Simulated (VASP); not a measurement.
Input of a VASP 6.6.1 run:

POSCAR

```
TePb
1.0
    0.0000000000      3.0367232652      3.6440679182
    3.0367232652      0.0000000000      3.6440679182
    3.0367232652      3.0367232652      0.0000000000
Te Pb
1 1
Direct
    0.5000000000      0.5000000000      0.5000000000
    0.0000000000      0.0000000000      0.0000000000
```

Contents of INCAR.step1:

```
  PREC = Accurate
  ENCUT = 520
  ISMEAR = 0
  SIGMA = 0.05
  LREAL = F
  LASPH = T
  NELM = 100
  NBANDS = 17
  GGA = PE
  ALGO = Normal
  EDIFF = 1E-4
  LWAVE = T
  LCHARG = F
```

Contents of INCAR.step2:

```
  PREC = Accurate
  ENCUT = 520
  EDIFF = 1E-6
  ISMEAR = 0
  SIGMA = 0.05
  LREAL = F
  LASPH = T
  NELM = 100
  ALGO = Normal
  ISIF = 2
  LWAVE = F
  LCHARG = T
  METAGGA = R2SCAN
  LMIXTAU = T
  LELF = T
  LVHAR = T
  NBANDS = 17
  ISTART = 1
```

Contents of KPOINTS:

```
regular mesh
0
Gamma
  8 8 8
```

Potentials or basis: VASP PAW PBE potentials, release 64 (Te, Pb_d).

The run is started by

```sh
$ cat potpaw_PBE.64/Te/POTCAR potpaw_PBE.64/Pb_d/POTCAR > POTCAR
$ cp INCAR.step1 INCAR
$ mpirun -np 1 vasp_std > vasp.out
$ cp INCAR.step2 INCAR
$ mpirun -np 1 vasp_std > vasp.out
```

Predict the pressure.

5.8 GPa.

What does it give for the band gap on the k mesh?

0.06 eV, direct.

Stress tensor (GPa, compression positive):
```
11.41  0.00  0.00
 0.00 11.41  0.00
 0.00  0.00 -5.34
```

Caveat: the PAW data sets were made with another functional, which shifts forces and pressure a little; spin-orbit coupling is left out, which moves the levels of the heavy elements. A k mesh can miss the band edges.
